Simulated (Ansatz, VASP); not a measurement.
**One calculation of WC, two programs**

The input INCAR:

```
SYSTEM = WC
PREC     = Accurate       ! precision mode
ENCUT    = 600            ! plane-wave cutoff, eV
EDIFF    = 1E-6           ! SCF threshold, eV
ISMEAR   = 0              ! smearing method
SIGMA    = 0.1            ! smearing width, eV
LREAL    = .FALSE.        ! projectors in reciprocal space
LASPH    = .TRUE.         ! aspherical terms in the spheres
NELM     = 120            ! most SCF steps
ALGO     = Normal         ! electronic algorithm
ISIF     = 2              ! what is computed and relaxed
LWAVE    = .FALSE.        ! write WAVECAR
LCHARG   = .FALSE.        ! write CHGCAR
GGA      = PS             ! functional
NBANDS   = 16             ! bands
GGA_COMPAT= .FALSE.
```

Contents of KPOINTS:

```
regular mesh
0
G
  14 14 14
  0 0 0
```

The input POSCAR:

```
WC
1.0
    0.0000000000      2.1926840000      2.1926840000
    2.1926840000      0.0000000000      2.1926840000
    2.1926840000      2.1926840000      0.0000000000
W C
1 1
Direct
    0.0000000000      0.0000000000      0.0000000000
    0.4897386035      0.5102613965      0.5102613965
```

Input for Ansatz:

```yaml
crystal:
  lattice:
    - [0.0, 2.192684, 2.192684]
    - [2.192684, 0.0, 2.192684]
    - [2.192684, 2.192684, 0.0]
  atoms:
    - { symbol: W, position: [0.0, 0.0, 0.0] }
    - { symbol: C, position: [0.4897386035, 0.5102613965, 0.5102613965] }
basis:
  ecutwfc: 420
kpoints:
  mp_grid: { grid: [14, 14, 14] }
hamiltonian:
  xc: pbesol
scf:
  occupations: { method: gaussian, width: 0.1 }
output:
  forces: true
  stress: true
  eigenvalues: true
```

Change from the starting cell: one atom moved.

Alike in both runs: task single point; functional PBEsol; k mesh 14 × 14 × 14; occupations gaussian, width 0.1 eV; no spin polarisation.

|  | VASP | Ansatz |
| --- | --- | --- |
| version | VASP 6.6.1 | Ansatz 0.2.0 |
| potentials or method | VASP PAW PBE potentials, release 64 (W_sv, C), cutoff 600 eV | scalar-relativistic, plane waves, PAW |
| valence electrons in the cell | 18 | 18 |

```tsv
	VASP	Ansatz	Ansatz less VASP
gap on the k mesh at the Fermi level (eV)	none	none	-
pressure (GPa)	-8.8	-9.8	-0.92
traceless stress, the component that is largest in VASP (GPa)	0.74	0.74	-0.008
rms of the force components (eV/Å)	0.169	0.167	-0.0021
```

VASP's potentials were made for PBE, not for PBEsol. Atom by atom the forces differ by 0.002 eV/Å (rms over components). A gap of «none» marks a metal or a gap that the smearing closes. With one functional, cell and mesh, what is left measures potentials, basis and numerics.

Neither program's run includes spin-orbit coupling.
